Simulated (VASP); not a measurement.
# TaAl7N8 (P1) in VASP: single point with PBEsol+U

Aim: the single point of TaAl7N8 with PBEsol+U.

All numbers are computed with VASP 6.6.1; they aren't measurements. Logs are shortened: lines on timing, memory, paths and dates and some standing lists are left out, and cuts for length are marked.

## 1. The cell of the first run

The typed cell holds 16 atoms: a = 6.220 Å, b = 6.220 Å, c = 4.980 Å, α = 90.00°, β = 90.00°, γ = 120.00°.

## 2. Single point, PBEsol+U, collinear spin, ferromagnetic start

The input, INCAR:

```
PREC = Accurate ; ENCUT = 520
EDIFF = 1E-6 ; ISMEAR = 0
SIGMA = 0.05 ; LREAL = Auto
LASPH = True ; NELM = 150
ALGO = Normal ; ISIF = 2
LWAVE = False ; LCHARG = False
ISPIN = 2 ; MAGMOM = 2 0 0 0 0 0 0 0 0 0 0 0 0 0 0 0
LORBIT = 11 ; LMAXMIX = 4
LDAU = True ; LDAUTYPE = 2
LDAUL = 2 -1 -1 ; LDAUU = 2 0 0
LDAUJ = 0 0 0 ; LDAUPRINT = 1
GGA = PS ; NBANDS = 54
```

The input, KPOINTS:

```
Automatic mesh
0
Gamma
  3 3 4
```

The input, POSCAR:

```
TaAl7N8
1.0
    6.2200009000      0.0000000000      0.0000000000
   -3.1100004000      5.3866788000      0.0000000000
    0.0000000000      0.0000000000      4.9800000000
Ta Al N
1 7 8
Direct
    0.3330903112      0.1664206200     -0.0348175580
    0.3339891905      0.6668140602      0.0064893649
    0.8327069716      0.1654863856      0.0065039941
    0.8326607707      0.6668549016      0.0066238214
    0.1630942484      0.3364531099      0.4962215555
    0.1630579567      0.8260375870      0.4965067972
    0.6736226571      0.3365613990      0.4966037010
    0.6664875913      0.8330180303      0.5023796567
    0.3333535176      0.1663324130      0.4342792640
    0.3355446620      0.6675318520      0.3815086866
    0.8320094721      0.1639878084      0.3815237373
    0.8320272058      0.6675507999      0.3816338074
    0.1516853279      0.3478192094      0.8743607140
    0.1516839901      0.8036104704      0.8746884052
    0.6959129155      0.3478067664      0.8748041424
    0.6664080217      0.8330334660      0.8826825322
```

Potentials or basis: VASP PAW PBE potentials, release 64 (Ta_pv, Al, N).

Run with:

```
$ cat potpaw_PBE.64/Ta_pv/POTCAR potpaw_PBE.64/Al/POTCAR potpaw_PBE.64/N/POTCAR > POTCAR
$ mpirun -np 1 vasp_std > vasp.out
```

OUTCAR:

```text
PREC = Accurate
   ENCUT = 520
   EDIFF = 1E-6
   ISMEAR = 0
   LREAL = Auto
   LASPH = True
   NELM = 150
   ISIF = 2
   ISPIN = 2
   LORBIT = 11
   GGA = PS

 ion  position               nearest neighbor table
   1  0.333  0.166  0.965-  15 2.01  14 2.01  13 2.01   9 2.34   9 2.64   5 2.97   6 2.97   7 2.97
                             3 3.12   2 3.12   4 3.12   4 3.12   2 3.12   3 3.12   5 3.22   6 3.22
   2  0.334  0.667  0.006-  14 1.85  13 1.85  10 1.87  16 1.89   5 3.02   6 3.02   8 3.05   8 3.08
                             6 3.10   4 3.10   3 3.10   5 3.10   1 3.12   1 3.12   3 3.12   4 3.12
   3  0.833  0.165  0.007-  15 1.85  13 1.85  11 1.87  16 1.89   5 3.02   7 3.02   8 3.05   8 3.08
                             7 3.10   4 3.10   2 3.10   5 3.10   1 3.12   1 3.12   2 3.12   4 3.12
   4  0.833  0.667  0.007-  15 1.85  14 1.85  12 1.87  16 1.89   6 3.02   7 3.02   8 3.05   8 3.08
                             7 3.10   3 3.10   2 3.10   6 3.10   1 3.12   1 3.12   2 3.12   3 3.12
   5  0.163  0.336  0.496-   9 1.86  10 1.87  11 1.87  13 1.89   1 2.97   2 3.02   3 3.02   7 3.04
                             6 3.05   2 3.10   3 3.10   8 3.11   8 3.11   6 3.17   7 3.18   1 3.22
   6  0.163  0.826  0.497-   9 1.86  10 1.87  12 1.87  14 1.89   1 2.97   2 3.02   4 3.02   7 3.04
                             5 3.05   2 3.10   4 3.10   8 3.11   8 3.11   5 3.17   7 3.18   1 3.22
   7  0.674  0.337  0.497-   9 1.86  12 1.87  11 1.87  15 1.89   1 2.97   4 3.02   3 3.02   6 3.04
                             5 3.04   3 3.10   4 3.10   8 3.11   8 3.11   5 3.18   6 3.18   1 3.22
   8  0.666  0.833  0.502-  10 1.88  11 1.88  12 1.88  16 1.89   4 3.05   3 3.05   2 3.05   3 3.08
                             2 3.08   4 3.08   6 3.11   7 3.11   5 3.11   5 3.11   7 3.11   6 3.11
   9  0.333  0.166  0.434-   7 1.86   6 1.86   5 1.86   1 2.34   1 2.64
  10  0.336  0.668  0.382-   2 1.87   5 1.87   6 1.87   8 1.88
  11  0.832  0.164  0.382-   3 1.87   7 1.87   5 1.87   8 1.88
  12  0.832  0.668  0.382-   4 1.87   7 1.87   6 1.87   8 1.88
  13  0.152  0.348  0.874-   3 1.85   2 1.85   5 1.89   1 2.01
  14  0.152  0.804  0.875-   4 1.85   2 1.85   6 1.89   1 2.01
  15  0.696  0.348  0.875-   4 1.85   3 1.85   7 1.89   1 2.01
  16  0.666  0.833  0.883-   2 1.89   8 1.89   3 1.89   4 1.89

  LATTYP: Found a hexagonal cell.
 ALAT       =     6.2200009000
 C/A-ratio  =     0.8006429710

  Lattice vectors:

 A1 = (   6.2200009000,   0.0000000000,   0.0000000000)
 A2 = (  -3.1100004000,   5.3866788000,   0.0000000000)
 A3 = (   0.0000000000,   0.0000000000,   4.9800000000)

Analysis of symmetry for initial positions (statically):
=====================================================================
 Subroutine PRICEL returns:
 Original cell was already a primitive cell.

 Routine SETGRP: Setting up the symmetry group for a
 hexagonal supercell.

[... 238 lines left out ...]
  energy without entropy =     -127.33101821  energy(sigma->0) =     -127.33178393

 E-fermi :   9.6290     XC(G=0): -11.4222

 val. band max:        9.6281634782   @ k =   0.0000   0.0000   0.0000
 cond. band min:       9.6840717049   @ k =   0.3333   0.3333   0.5000
 fundamental gap:      0.0559082266
 Fermi energy:         9.6289823957

 spin component 1

 k-point     1 :       0.0000    0.0000    0.0000
  band No.  band energies     occupation
      1     -26.7591      1.00000
      2     -26.7589      1.00000
      3     -26.5591      1.00000
      4      -9.2796      1.00000
      5      -7.2850      1.00000
      6      -7.2849      1.00000
[... 958 lines left out ...]
     47      13.8209      0.00000
     48      14.6064      0.00000
 Fermi energy:         9.6289823957

 spin component 2

 k-point     1 :       0.0000    0.0000    0.0000
  band No.  band energies     occupation
      1     -26.2033      1.00000
      2     -26.2031      1.00000
      3     -25.7388      1.00000
      4      -9.2168      1.00000
      5      -7.2410      1.00000
      6      -7.2410      1.00000
[... 958 lines left out ...]
     47      14.0790      0.00000
     48      14.8522      0.00000
 [bands above 48 left out]

------------------------ aborting loop because EDIFF is reached ----------------------------------------

  FORCE on cell =-STRESS in cart. coord.  units (eV):
  Direction    XX          YY          ZZ          XY          YZ          ZX
  --------------------------------------------------------------------------------------
  -------------------------------------------------------------------------------------
  Total       13.4892420     13.4979703      6.9107108      0.0173009     -0.0024796      0.0152870
  in kB      129.5260910    129.6099016     66.3578687      0.1661265     -0.0238094      0.1467881
  external PRESSURE =     108.4979538 kB  Pullay stress =       0.0000000 kB

 VOLUME and BASIS-vectors are now :
 -----------------------------------------------------------------------------
  energy-cutoff  :      520.00
  volume of cell :      166.86
      direct lattice vectors                 reciprocal lattice vectors
     6.220000900  0.000000000  0.000000000     0.160771681  0.092821572  0.000000000
    -3.110000400  5.386678800  0.000000000     0.000000000  0.185643146  0.000000000
     0.000000000  0.000000000  4.980000000     0.000000000  0.000000000  0.200803213

 POSITION                                       TOTAL-FORCE (eV/Angst)
 -----------------------------------------------------------------------------------
      1.55425      0.89645      4.80661        -0.008193      0.003698      0.090015
      0.00362      3.59191      0.03232         0.093374      0.051825      0.092651
      4.66478      0.89142      0.03239         0.001777     -0.107021      0.093173
      3.10523      3.59213      0.03299        -0.093138      0.055337      0.094446
     -0.03192      1.81236      2.47118        -0.027280      0.014996     -0.086619
     -1.55476      4.44960      2.47260        -0.001221     -0.032124     -0.090393
[... 8 lines left out ...]
      3.24690      1.87352      4.35652         0.029263      0.013619     -0.056854
      1.55432      4.48728      4.39576         0.001887      0.001631     -0.035292
 -----------------------------------------------------------------------------------
    total drift:                                0.003610     -0.000267      0.000579

  FREE ENERGIE OF THE ION-ELECTRON SYSTEM (eV)
  ---------------------------------------------------
  free  energy   TOTEN  =      -127.3325496465 eV

  energy  without entropy=     -127.3310182110  energy(sigma->0) =     -127.33178393

 total charge

# of ion       s       p       d       tot
------------------------------------------
    1        0.333   6.222   2.481   9.035
    2        0.373   0.466   0.000   0.839
    3        0.373   0.466   0.000   0.839
    4        0.373   0.466   0.000   0.839
    5        0.373   0.458   0.000   0.831
    6        0.373   0.458   0.000   0.831
[... 8 lines left out ...]
   15        1.234   2.655   0.000   3.889
   16        1.219   2.623   0.000   3.841
--------------------------------------------------
tot         12.740  30.553   2.481  45.773

 magnetization (x)

# of ion       s       p       d       tot
------------------------------------------
    1        0.014   0.022   1.000   1.036
    2        0.003   0.006   0.000   0.008
    3        0.003   0.006   0.000   0.008
    4        0.003   0.006   0.000   0.008
    5        0.006   0.006   0.000   0.011
    6        0.006   0.006   0.000   0.011
[... 8 lines left out ...]
   15        0.001   0.015   0.000   0.015
   16        0.001   0.004   0.000   0.006
--------------------------------------------------
tot          0.047   0.131   1.000   1.178
```

OSZICAR:

```text
N       E                     dE             d eps       ncg     rms          rms(c)
DAV:   1     0.363150807213E+03    0.36315E+03   -0.34900E+04  4104   0.124E+03
DAV:   2    -0.117951362720E+03   -0.48110E+03   -0.46394E+03  5164   0.292E+02
DAV:   3    -0.147514666380E+03   -0.29563E+02   -0.29242E+02  5024   0.731E+01
DAV:   4    -0.147920912616E+03   -0.40625E+00   -0.40419E+00  5088   0.923E+00
DAV:   5    -0.147928095660E+03   -0.71830E-02   -0.71757E-02  5040   0.115E+00    0.337E+01
DAV:   6    -0.127289733725E+03    0.20638E+02   -0.80360E+01  5020   0.350E+01    0.124E+01
DAV:   7    -0.127474161155E+03   -0.18443E+00   -0.66317E+00  4856   0.999E+00    0.915E+00
DAV:   8    -0.127356602591E+03    0.11756E+00   -0.30524E-01  4976   0.294E+00    0.414E+00
DAV:   9    -0.127342215518E+03    0.14387E-01   -0.11449E-01  4860   0.162E+00    0.136E+00
DAV:  10    -0.127331987519E+03    0.10228E-01   -0.78053E-03  5002   0.579E-01    0.486E-01
DAV:  11    -0.127332826606E+03   -0.83909E-03   -0.11789E-02  5082   0.499E-01    0.243E-01
DAV:  12    -0.127332501535E+03    0.32507E-03   -0.20223E-03  5346   0.274E-01    0.145E-01
DAV:  13    -0.127332633656E+03   -0.13212E-03   -0.78878E-04  5104   0.130E-01    0.788E-02
DAV:  14    -0.127332552264E+03    0.81391E-04   -0.76297E-05  5078   0.555E-02    0.224E-02
DAV:  15    -0.127332549728E+03    0.25365E-05   -0.40929E-05  5088   0.280E-02    0.811E-03
DAV:  16    -0.127332549647E+03    0.81404E-07   -0.42727E-06  4626   0.111E-02
   1 F= -.12733255E+03 E0= -.12733178E+03  d E =-.153144E-02  mag=     1.9176
```

It took 14 min on 1 thread of Intel Xeon Platinum 8175M at 2.50GHz (Skylake/Cascade Lake), shared host; peak memory 0.48 GiB.

What came out:

```yaml
Free_energy: -127.3325 eV
Pressure: 10.8 GPa
Largest_force: 0.144 eV/Å
Net_moment: 1.92 μB per cell
Site_moments: Ta +1.04; Al +0.01, +0.00; N +0.01 μB
Valence_electrons_inside_the_program's_atomic_spheres: Ta 9.04; Al 0.84, 0.83, 0.82; N 3.81, 3.87, 3.89, 3.84
```

Forces on the atoms (eV/Å):
```
Ta  -0.008  0.004  0.090
Al   0.093  0.052  0.093
Al   0.002 -0.107  0.093
Al  -0.093  0.055  0.094
Al  -0.027  0.015 -0.087
Al  -0.001 -0.032 -0.090
Al   0.025  0.015 -0.090
Al   0.002  0.001  0.001
N   -0.005  0.001 -0.033
N   -0.027 -0.015  0.041
N    0.001  0.030  0.043
N    0.024 -0.014  0.044
N   -0.020  0.012 -0.053
N    0.004 -0.031 -0.055
N    0.029  0.014 -0.057
N    0.002  0.002 -0.035
```

Stress tensor (GPa, compression positive):
```
12.95  0.02  0.01
 0.02 12.96  0.00
 0.01  0.00  6.64
```

Levels at points of the mesh, in eV from the Fermi level:
Spin up:
```
           k point  band 35  band 36  band 37  band 38  band 39  band 40
(0.00, 0.00, 0.00)    -3.87    -0.46    -0.45     0.00     0.64     0.64
(0.00, 0.00, 0.50)    -4.29    -0.29    -0.29     0.59     0.59     1.29
```
Spin down:
```tsv
k point	band 31	band 32	band 33	band 34	band 35	band 36	band 37	band 38	band 39	band 40
(0.00, 0.00, 0.00)	-4.46	-4.46	-4.10	-4.09	-3.80	0.37	0.73	0.73	1.09	1.09
(0.00, 0.00, 0.50)	-4.82	-4.62	-4.62	-4.25	-4.24	0.69	0.69	1.43	1.43	1.54
```

Eigenvalues of the final occupation matrices:
| site | spin | trace | eigenvalues |
| --- | --- | --- | --- |
| site 1 d | 1 | 1.77 | 0.18 0.23 0.23 0.56 0.56 |
| site 1 d | 2 | 0.76 | 0.08 0.08 0.17 0.22 0.22 |

Caveat: the k points lie up to 0.39 Å⁻¹ apart; the PAW data sets were made with another functional, which shifts forces and pressure a little; spin-orbit coupling is left out, which moves the levels of the heavy elements.
